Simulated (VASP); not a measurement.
# CsPbCl3 (Pm-3m) in VASP: single point with PBE

Aim: the single point of CsPbCl3 with PBE.

Program: VASP 6.6.1. These are calculated values, not measurements. Logs are shortened: lines on timing, memory, paths and dates and some standing lists are left out, and cuts for length are marked.

## Step 1: The cell of the first run

Symmetry: Pm-3m, No. 221, cubic system. Conventional cell: a = 5.734 Å, b = 5.734 Å, c = 5.734 Å, α = 90.00°, β = 90.00°, γ = 90.00°. Cs (site symmetry m-3m) has 12 Cl at 4.05 Å and 8 Pb at 4.97 Å within 5.3 Å. Pb (site symmetry m-3m) has 6 Cl at 2.87 Å within 3.8 Å. Within 3.8 Å of Cl (site symmetry 4/mmm) lie 2 Pb at 2.87 Å.

## Step 2: Single point, PBE

The input, INCAR:

```
SYSTEM = CsPbCl3
PREC = Accurate ; ENCUT = 520
EDIFF = 1E-6 ; ISMEAR = 0
SIGMA = 0.02 ; LREAL = .FALSE.
LASPH = .TRUE. ; NELM = 100
ALGO = Normal ; ISIF = 2
LWAVE = .FALSE. ; LCHARG = .TRUE.
GGA = PE ; LELF = .TRUE.
LVHAR = .TRUE. ; NBANDS = 30
```

The input, KPOINTS:

```
Automatic mesh
0
G
  6 6 6
  0 0 0
```

The input, POSCAR:

```
CsPbCl3
1.0
    5.7344114900      0.0000000000      0.0000000000
    0.0000000000      5.7344114900      0.0000000000
    0.0000000000      0.0000000000      5.7344114900
Cs Pb Cl
1 1 3
Direct
    0.0000000000      0.0000000000      0.0000000000
    0.5000000000      0.5000000000      0.5000000000
    0.0000000000      0.5000000000      0.5000000000
    0.5000000000      0.0000000000      0.5000000000
    0.5000000000      0.5000000000      0.0000000000
```

Potentials or basis: VASP PAW PBE potentials, release 64 (Cs_sv, Pb_d, Cl).

On the command line:

```bash
> cat potpaw_PBE.64/Cs_sv/POTCAR potpaw_PBE.64/Pb_d/POTCAR potpaw_PBE.64/Cl/POTCAR > POTCAR
> mpirun -np 1 vasp_std > vasp.out
```

OUTCAR:

```text
SYSTEM = CsPbCl3
   PREC = Accurate
   ENCUT = 520
   EDIFF = 1E-6
   ISMEAR = 0
   LREAL = .FALSE.
   LASPH = .TRUE.
   NELM = 100
   ISIF = 2
   GGA = PE

 ion  position               nearest neighbor table
   1  0.000  0.000  0.000-
   2  0.500  0.500  0.500-   3 2.87   4 2.87   5 2.87   5 2.87   4 2.87   3 2.87
   3  0.000  0.500  0.500-   2 2.87   2 2.87
   4  0.500  0.000  0.500-   2 2.87   2 2.87
   5  0.500  0.500  0.000-   2 2.87   2 2.87

  LATTYP: Found a simple cubic cell.
 ALAT       =     5.7344114900

  Lattice vectors:

 A1 = (   5.7344114900,   0.0000000000,   0.0000000000)
 A2 = (   0.0000000000,   5.7344114900,   0.0000000000)
 A3 = (   0.0000000000,   0.0000000000,   5.7344114900)

Analysis of symmetry for initial positions (statically):
=====================================================================
 Subroutine PRICEL returns:
 Original cell was already a primitive cell.

 Routine SETGRP: Setting up the symmetry group for a
 simple cubic supercell.

 Subroutine GETGRP returns: Found 48 space group operations
 (whereof 48 operations were pure point group operations)
 out of a pool of 48 trial point group operations.

The static configuration has the point symmetry O_h .

Analysis of symmetry for dynamics (positions and initial velocities):
=====================================================================
 Subroutine PRICEL returns:
 Original cell was already a primitive cell.

 Routine SETGRP: Setting up the symmetry group for a
 simple cubic supercell.

 Subroutine GETGRP returns: Found 48 space group operations
 (whereof 48 operations were pure point group operations)
 out of a pool of 48 trial point group operations.

The dynamic configuration has the point symmetry O_h .

 Subroutine INISYM returns: Found 48 space group operations
 (whereof 48 operations are pure point group operations),
 and found     1 'primitive' translations

----------------------------------------------------------------------------------------

                                     Primitive cell

  volume of cell :     188.5674

  direct lattice vectors                    reciprocal lattice vectors
     5.734411490  0.000000000  0.000000000     0.174385811  0.000000000  0.000000000
     0.000000000  5.734411490  0.000000000     0.000000000  0.174385811  0.000000000
     0.000000000  0.000000000  5.734411490     0.000000000  0.000000000  0.174385811

  length of vectors
     5.734411490  5.734411490  5.734411490     0.174385811  0.174385811  0.174385811

  position of ions in fractional coordinates (direct lattice)
     0.000000000  0.000000000  0.000000000
     0.500000000  0.500000000  0.500000000
     0.000000000  0.500000000  0.500000000
     0.500000000  0.000000000  0.500000000
     0.500000000  0.500000000  0.000000000

  ion indices of the primitive-cell ions
   primitive index   ion index
                 1           1
                 2           2
                 3           3
                 4           4
                 5           5

----------------------------------------------------------------------------------------

 KPOINTS: Automatic mesh

Automatic generation of k-mesh.
 Grid dimensions read from file:
 generate k-points for:    6    6    6

 Generating k-lattice:

  Cartesian coordinates                     Fractional coordinates (reciprocal lattice)
     0.029064302  0.000000000  0.000000000     0.166666667  0.000000000  0.000000000
     0.000000000  0.029064302  0.000000000     0.000000000  0.166666667  0.000000000
     0.000000000  0.000000000  0.029064302     0.000000000  0.000000000  0.166666667

  Length of vectors
     0.029064302  0.029064302  0.029064302

  Shift w.r.t. Gamma in fractional coordinates (k-lattice)
     0.000000000  0.000000000  0.000000000

 Subroutine IBZKPT returns following result:
 ===========================================

 Found     20 irreducible k-points:

 Following reciprocal coordinates:
            Coordinates               Weight
  0.000000  0.000000  0.000000      1.000000
  0.166667  0.000000  0.000000      6.000000
  0.333333  0.000000  0.000000      6.000000
  0.500000  0.000000  0.000000      3.000000
  0.166667  0.166667  0.000000     12.000000
  0.333333  0.166667  0.000000     24.000000
[... 12 lines left out ...]
  0.500000  0.500000  0.333333      6.000000
  0.500000  0.500000  0.500000      1.000000
   k-points           NKPTS =     20   k-points in BZ     NKDIM =     20   number of bands    NBANDS=     30
   number of dos      NEDOS =    301   number of ions     NIONS =      5
   total plane-waves  NPLWV = 110592
   dimension x,y,z NGX =    48 NGY =   48 NGZ =   48
   dimension x,y,z NGXF=    96 NGYF=   96 NGZF=   96
   ions per type =               1   1   3
   NGX,Y,Z   is equivalent  to a cutoff of  13.92, 13.92, 13.92 a.u.
   NGXF,Y,Z  is equivalent  to a cutoff of  27.83, 27.83, 27.83 a.u.
 SYSTEM =  CsPbCl3
   PREC   = accura    normal or accurate (medium, high low for compatibility)
   ISTART =      0    job   : 0-new  1-cont  2-samecut
   ICHARG =      2    charge: 1-file 2-atom 10-const
   ISPIN  =      1    spin polarized calculation?
   LNONCOLLINEAR =      F non collinear calculations
   LSORBIT =      F    spin-orbit coupling
   LASPH  =      T    aspherical Exc in radial PAW
   ENCUT  =  520.0 eV  38.22 Ry    6.18 a.u.  10.66 10.66 10.66*2*pi/ulx,y,z
   NELM   =    100;   NELMIN=  2; NELMDL= -5     # of ELM steps
   EDIFF  = 0.1E-05   stopping-criterion for ELM
   LREAL  =      F    real-space projection
   EDIFFG = 0.1E-04   stopping-criterion for IOM
   NSW    =      0    number of steps for IOM
   IBRION =     -1    ionic relax: 0-MD 1-quasi-New 2-CG
   NFREE  =      0    steps in history (QN), initial steepest desc. (CG)
   ISIF   =      2    stress and relaxation
   ISYM   =      2    0-nonsym 1-usesym 2-fastsym
   POTIM  = 0.5000    time-step for ionic-motion
   TEBEG  =    0.0;   TEEND  =   0.0 temperature during run
   PSTRESS=    0.0 pullay stress
   NELECT =      44.0000    total number of electrons
   NUPDOWN=      -1.0000    fix difference up-down
   EMIN   =  10.00;   EMAX   =-10.00  energy-range for DOS
   EFERMI =   0.00;   METHOD = LEGACY
   ISMEAR =     0;   SIGMA  =   0.02  broadening in eV -4-tet -1-fermi 0-gaus
   EFERMI_NEDOS =   21; number of points for ismear=-14 and -15
   IALGO  =     38    algorithm
   IMIX   =      4    mixing-type and parameters
     AMIX     =   0.40;   BMIX     =  1.00
     AMIX_MAG =   1.60;   BMIX_MAG =  1.00
  volume/ion in A,a.u.               =      37.71       254.50
  Fermi-wavevector in a.u.,A,eV,Ry     =   1.007868  1.904594 13.820762  1.015797
  Thomas-Fermi vector in A             =   2.140699
   LORBIT       =      0    0 simple, 1 ext, 2 COOP (PROOUT), +10 PAW based schemes
   GGA     = PE    functional components
   LHFCALC =     F    Hartree Fock is set to
   AEXX    =    0.0000 exact exchange contribution
   IVDW    =     0    specifies the selected vdW correction
   LEPSILON=     F    determine dielectric tensor
   LRPA    =     F    only Hartree local field effects (RPA)
 non-spin polarized calculation
 Gauss-broadening in eV      SIGMA  =   0.02
  energy-cutoff  :      520.00
  volume of cell :      188.57
 maximum number of plane-waves:      5112
 NGX is ok and might be reduce to    48
   NGX = 21   NGY = 21   NGZ = 21

 number of electron      44.0000012 magnetization

 Free energy of the ion-electron system (eV)
  ---------------------------------------------------
  ext. energy  EPLUGINS =         0.00000000
  ---------------------------------------------------
  free energy    TOTEN  =       -17.56538727 eV

  energy without entropy =      -17.56538727  energy(sigma->0) =      -17.56538727

 E-fermi :   1.0561     XC(G=0):  -7.5310

 val. band max:        0.9625225986   @ k =   0.5000   0.5000   0.5000
 cond. band min:       3.1778414011   @ k =   0.5000   0.5000   0.5000
 fundamental gap:      2.2153188025
 Fermi energy:         1.0560713078

 k-point     1 :       0.0000    0.0000    0.0000
  band No.  band energies     occupation
      1     -20.0716      2.00000
      2     -15.5451      2.00000
      3     -15.5451      2.00000
      4     -15.3863      2.00000
      5     -15.3863      2.00000
      6     -15.3863      2.00000
[... 22 lines left out ...]
     29       7.0173      0.00000
     30       7.0173      0.00000

 k-point     2 :       0.1667    0.0000    0.0000
  band No.  band energies     occupation
      1     -20.0713      2.00000
      2     -15.5451      2.00000
      3     -15.5277      2.00000
      4     -15.3865      2.00000
      5     -15.3865      2.00000
      6     -15.3863      2.00000
[... 22 lines left out ...]
     29       6.6825      0.00000
     30       7.1873      0.00000

 k-point     3 :       0.3333    0.0000    0.0000
  band No.  band energies     occupation
      1     -20.0706      2.00000
      2     -15.5450      2.00000
      3     -15.4921      2.00000
      4     -15.3870      2.00000
      5     -15.3870      2.00000
      6     -15.3863      2.00000
[... 22 lines left out ...]
     29       6.9069      0.00000
     30       7.6593      0.00000

 k-point     4 :       0.5000    0.0000    0.0000
  band No.  band energies     occupation
      1     -20.0702      2.00000
      2     -15.5450      2.00000
      3     -15.4738      2.00000
      4     -15.3873      2.00000
      5     -15.3873      2.00000
      6     -15.3863      2.00000
[... 22 lines left out ...]
     29       7.0731      0.00000
     30       8.1194      0.00000

 k-point     5 :       0.1667    0.1667    0.0000
  band No.  band energies     occupation
      1     -20.0709      2.00000
      2     -15.5365      2.00000
      3     -15.5185      2.00000
      4     -15.3868      2.00000
      5     -15.3865      2.00000
      6     -15.3865      2.00000
[... 22 lines left out ...]
     29       6.8101      0.00000
     30       7.2284      0.00000
[... 394 lines left out ...]
     29       7.2906      0.00000
     30       7.5955      0.00000

 k-point    18 :       0.5000    0.3333    0.3333
  band No.  band energies     occupation
      1     -20.0685      2.00000
      2     -15.4613      2.00000
      3     -15.4410      2.00000
      4     -15.3880      2.00000
      5     -15.3880      2.00000
      6     -15.3877      2.00000
[... 22 lines left out ...]
     29       7.1220      0.00000
     30       7.5121      0.00000

 k-point    19 :       0.5000    0.5000    0.3333
  band No.  band energies     occupation
      1     -20.0682      2.00000
      2     -15.4513      2.00000
      3     -15.4304      2.00000
      4     -15.3882      2.00000
      5     -15.3880      2.00000
      6     -15.3880      2.00000
[... 22 lines left out ...]
     29       6.9678      0.00000
     30       7.6911      0.00000

 k-point    20 :       0.5000    0.5000    0.5000
  band No.  band energies     occupation
      1     -20.0679      2.00000
      2     -15.4303      2.00000
      3     -15.4303      2.00000
      4     -15.3882      2.00000
      5     -15.3882      2.00000
      6     -15.3882      2.00000
[... 22 lines left out ...]
     29       6.8644      0.00000
     30       8.0044      0.00000

------------------------ aborting loop because EDIFF is reached ----------------------------------------

  FORCE on cell =-STRESS in cart. coord.  units (eV):
  Direction    XX          YY          ZZ          XY          YZ          ZX
  --------------------------------------------------------------------------------------
  -------------------------------------------------------------------------------------
  Total       -0.0384667     -0.0384667     -0.0384667      0.0000000      0.0000000     -0.0000000
  in kB       -0.3268352     -0.3268352     -0.3268352      0.0000000      0.0000000     -0.0000000
  external PRESSURE =      -0.3268352 kB  Pullay stress =       0.0000000 kB

 VOLUME and BASIS-vectors are now :
 -----------------------------------------------------------------------------
  energy-cutoff  :      520.00
  volume of cell :      188.57
      direct lattice vectors                 reciprocal lattice vectors
     5.734411490  0.000000000  0.000000000     0.174385811  0.000000000  0.000000000
     0.000000000  5.734411490  0.000000000     0.000000000  0.174385811  0.000000000
     0.000000000  0.000000000  5.734411490     0.000000000  0.000000000  0.174385811

 POSITION                                       TOTAL-FORCE (eV/Angst)
 -----------------------------------------------------------------------------------
      0.00000      0.00000      0.00000         0.000000      0.000000      0.000000
      2.86721      2.86721      2.86721         0.000000      0.000000      0.000000
      0.00000      2.86721      2.86721         0.000000      0.000000      0.000000
      2.86721      0.00000      2.86721         0.000000      0.000000      0.000000
      2.86721      2.86721      0.00000         0.000000      0.000000      0.000000
 -----------------------------------------------------------------------------------
    total drift:                                0.000000     -0.000000     -0.000000

  FREE ENERGIE OF THE ION-ELECTRON SYSTEM (eV)
  ---------------------------------------------------
  free  energy   TOTEN  =       -17.5653872679 eV

  energy  without entropy=      -17.5653872679  energy(sigma->0) =      -17.56538727
```

Wall time 86 s (1 thread of Intel Xeon Platinum 8375C at 2.90GHz (Ice Lake), shared host); peak memory 0.38 GiB.

What came out:

* Free energy: -17.5654 eV
* Pressure: 0.0 GPa
* Band gap on the k mesh: 2.22 eV, direct

Caveat: spin-orbit coupling is left out, which moves the levels of the heavy elements. A k mesh can miss the band edges.
